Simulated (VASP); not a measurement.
A run of VASP 6.6.1 is set up as follows.

The input INCAR:

```
SYSTEM = V
PREC = Accurate
ENCUT = 520
EDIFF = 1E-6
ISMEAR = 0
SIGMA = 0.011
LREAL = .FALSE.
LASPH = .TRUE.
NELM = 150
ALGO = Normal
ISIF = 2
LWAVE = .FALSE.
LCHARG = .FALSE.
ISPIN = 2
MAGMOM = 2
LORBIT = 11
LMAXMIX = 4
GGA = PE
NBANDS = 16
```

KPOINTS

```
regular mesh
0
G
  12 12 12
  0 0 0
```

The input POSCAR:

```
V
1.0
   -1.5143500000      1.5143500000      1.5143500000
    1.5143500000     -1.5143500000      1.5143500000
    1.5143500000      1.5143500000     -1.5143500000
V
1
Direct
    0.0000000000      0.0000000000      0.0000000000
```

Potentials or basis: VASP PAW PBE potentials, release 64 (V_sv).

Launch:

```console
$ cat potpaw_PBE.64/V_sv/POTCAR > POTCAR
$ mpirun -np 1 vasp_std > vasp.out
```

Predict the site moments.

V +0.11 μB.

Predict the pressure.

-5.1 GPa.

Estimate the net moment.

0.12 μB per cell.
